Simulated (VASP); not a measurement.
La: single point with PBE

Crystal: La.

```
CELL_PARAMETERS angstrom
2.82298 0.00000 0.00000
0.00000 2.82298 0.00000
0.00000 0.00000 2.82298
ATOMIC_POSITIONS crystal
La 0.00000 0.00000 0.00000
```

* Program: VASP 6.6.1
* Task: single point
* Functional: PBE
* Potentials or basis: VASP PAW PBE potentials, release 64 (La)
* Cutoff: 520 eV
* k mesh: 7 × 7 × 7
* Occupations: fermi-dirac, width 0.05 eV
* Spin: no spin polarisation
* Dipole correction: no
* Further INCAR settings: ALGO = Normal; EDIFF = 1e-07; NBANDS = 12

| Item | Value |
| --- | --- |
| Pressure | 30.7 GPa |

Levels at points of the mesh, in eV from the Fermi level:
| k point | band 2 | band 3 | band 4 | band 5 | band 6 | band 7 | band 8 | band 9 | band 10 | band 11 |
| --- | --- | --- | --- | --- | --- | --- | --- | --- | --- | --- |
| (0.00, 0.00, 0.00) | -14.10 | -14.10 | -14.10 | -2.29 | -2.29 | -1.78 | 2.78 | 2.78 | 2.78 | 3.54 |

It used 7.3 s of CPU time on 1 thread of AMD EPYC 7R13 Processor (Zen 3), with other jobs on the host.

Caveat: spin-orbit coupling is left out, which moves the levels of the heavy elements.
